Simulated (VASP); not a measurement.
# HfZr3S8: single point with r2SCAN

HfZr3S8:

```xyz
12
Lattice="6.7693 -3.6776 0.0004 6.7693 3.6776 0.0004 0.0003 0.0000 6.3674" Properties=species:S:1:pos:R:3 pbc="T T T"
Zr    6.7693   -1.8415    0.0004
Zr    6.7693    1.8415    0.0004
Zr    6.7695    0.0000    3.1841
Hf    0.0001    0.0000    3.1837
S     5.3196    0.0000    1.0593
S     5.3224   -1.8519    4.2380
S    12.0913    0.0000    1.0788
S     5.3224    1.8519    4.2380
S     1.4477    0.0000    5.2894
S     8.2165    1.8519    2.1302
S     8.2194    0.0000    5.3089
S     8.2165   -1.8519    2.1302
```

```yaml
Program: VASP 6.6.1
Task: single point
Functional: r2SCAN
Potentials_or_basis: VASP PAW PBE potentials, release 64 (Zr_sv, Hf_pv, S)
Cutoff: 520 eV
k_mesh: 4 × 4 × 4
Occupations: gaussian, width 0.02 eV
Spin: no spin polarisation
```

| Quantity | Value |
| --- | --- |
| Pressure | -0.7 GPa |
| Largest force | 0.159 eV/Å |
| Band gap on the k mesh | 1.47 eV (least direct gap 1.50 eV) |

Forces on the atoms (eV/Å):
```
Zr   0.000 -0.005  0.000
Zr   0.000  0.005  0.000
Zr   0.000  0.000  0.000
Hf   0.000  0.000  0.000
S    0.079  0.000  0.000
S    0.136 -0.069 -0.040
S    0.137  0.000  0.080
S    0.136  0.069 -0.040
S   -0.137  0.000 -0.080
S   -0.136  0.069  0.040
S   -0.079  0.000  0.000
S   -0.136 -0.069  0.040
```

Stress tensor (GPa, compression positive):
```
-1.27  0.00  0.00
 0.00 -0.49  0.00
 0.00  0.00 -0.48
```

Levels at points of the mesh, in eV from the valence-band top:
```csv
k point,band 44,band 45,band 46,band 47,band 48,band 49,band 50,band 51
"(0.00, 0.00, 0.00)",-1.03,-0.41,0.00,0.00,1.59,2.09,2.11,2.62
"(0.50, 0.00, 0.00)",-1.04,-1.04,-0.35,-0.34,2.42,2.51,2.55,2.59
"(0.50, 0.50, 0.00)",-1.01,-0.98,-0.02,-0.02,1.48,2.09,2.10,2.59
"(0.00, 0.00, 0.50)",-0.87,-0.85,-0.34,-0.33,1.47,1.50,1.88,2.01
"(0.50, 0.00, 0.50)",-0.74,-0.71,-0.61,-0.58,2.11,2.21,2.23,2.39
"(0.50, 0.50, 0.50)",-0.87,-0.84,-0.56,-0.53,1.56,1.61,1.83,1.96
```

It took 16 min on 1 thread of Intel(R) Xeon(R) 6975P-C (Granite Rapids) (shared host), peak memory 0.68 GiB.

Caveat: the PAW data sets were made with another functional, which shifts forces and pressure a little; spin-orbit coupling is left out, which moves the levels of the heavy elements. A k mesh can miss the band edges.
